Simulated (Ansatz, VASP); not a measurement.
**Ir: VASP beside Ansatz**

```
Ir
1.0
    -1.55722    1.55722    1.55722
     1.55722   -1.55722    1.55722
     1.55722    1.55722   -1.55722
Ir
1
Direct
  0.00000 0.00000 0.00000
```

Alike in both runs: functional PBE; k mesh 19 × 19 × 19; occupations fermi-dirac, width 0.05 eV; non-collinear spin, spin-orbit coupling.

Ansatz relaxed the structure, and its values are those at the end. VASP's run is a single point on that final structure, the one shown.

```csv
,VASP,Ansatz
version,VASP 6.6.1,Ansatz 0.2.0
potentials or method,"VASP PAW PBE potentials, release 64 (Ir), cutoff 500 eV",all-electron LAPW
```

VASP gave:

- pressure (GPa): 0.8
- net moment per atom (μB): 0.00

**Question.** Estimate Ansatz's values.

**Answer.** Pressure (GPa): 0.0; net moment per atom (μB): 0.00.

Ansatz ran all-electron here, and VASP with PAW potentials.
